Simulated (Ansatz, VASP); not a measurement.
# Two plane-wave programs on Pt

Contents of POSCAR:

```
Pt
1.0
    2.7138660098      0.0000000000      0.0000000000
   -1.3569330049      2.3502770176      0.0000000000
    0.0000000000      0.0000000000      4.7108956958
Pt
2
Direct
    0.6666666667      0.3333333333      0.7500000000
    0.3333333333      0.6666666667      0.2500000000
```

File INCAR.step1:

```
SYSTEM = Pt
PREC = Accurate ; ENCUT = 520
ISMEAR = -1 ; SIGMA = 0.1
LREAL = .FALSE. ; LASPH = .TRUE.
NELM = 80 ; NBANDS = 17
GGA = PE ; ALGO = Normal
EDIFF = 1E-4 ; LWAVE = .TRUE.
LCHARG = .FALSE.
```

File INCAR.step2:

```
SYSTEM = Pt
PREC = Accurate ; ENCUT = 520
EDIFF = 1E-6 ; ISMEAR = -1
SIGMA = 0.1 ; LREAL = .FALSE.
LASPH = .TRUE. ; NELM = 80
ALGO = Normal ; ISIF = 2
LWAVE = .FALSE. ; LCHARG = .TRUE.
METAGGA = R2SCAN ; LMIXTAU = .TRUE.
LELF = .TRUE. ; LVHAR = .TRUE.
NBANDS = 17 ; ISTART = 1
```

KPOINTS

```
Automatic mesh
0
G
  12 12 6
  0 0 0
```

Input for Ansatz:

```yaml
crystal:
  lattice:
    - [2.7138660097599807, 0.0, 0.0]
    - [-1.3569330048799904, 2.3502770176458254, 0.0]
    - [0.0, 0.0, 4.710895695754262]
  atoms:
    - { symbol: Pt, position: [0.6666666666666666, 0.3333333333333333, 0.75] }
    - { symbol: Pt, position: [0.3333333333333333, 0.6666666666666666, 0.25] }
basis:
  ecutwfc: 600.0
kpoints:
  mp_grid:
    grid: [12, 12, 6]
hamiltonian:
  xc: r2scan
scf:
  occupations:
    method: fermi_dirac
    width: 0.1
output:
  stress: true
```

Alike in both runs: task single point; functional r2SCAN; k mesh 12 × 12 × 6; occupations fermi-dirac, width 0.1 eV; no spin polarisation.

```csv
,VASP,Ansatz
version,VASP 6.6.1,Ansatz 0.2.0
potentials or method,"VASP PAW PBE potentials, release 64 (Pt), cutoff 520 eV","plane waves, PAW"
valence electrons in the cell,20,36
```

|  | VASP | Ansatz | Ansatz less VASP |
| --- | --- | --- | --- |
| pressure (GPa) | 8.4 | 7.6 | -0.81 |
| traceless stress, the component that is largest in VASP (GPa) | -1.04 | -0.82 | +0.219 |

VASP's potentials were made for PBE, not for r2SCAN. VASP's potentials hold 20 valence electrons a cell and Ansatz's 36, so a difference there can come from the potentials and not from the codes.

Neither program's run includes spin-orbit coupling.
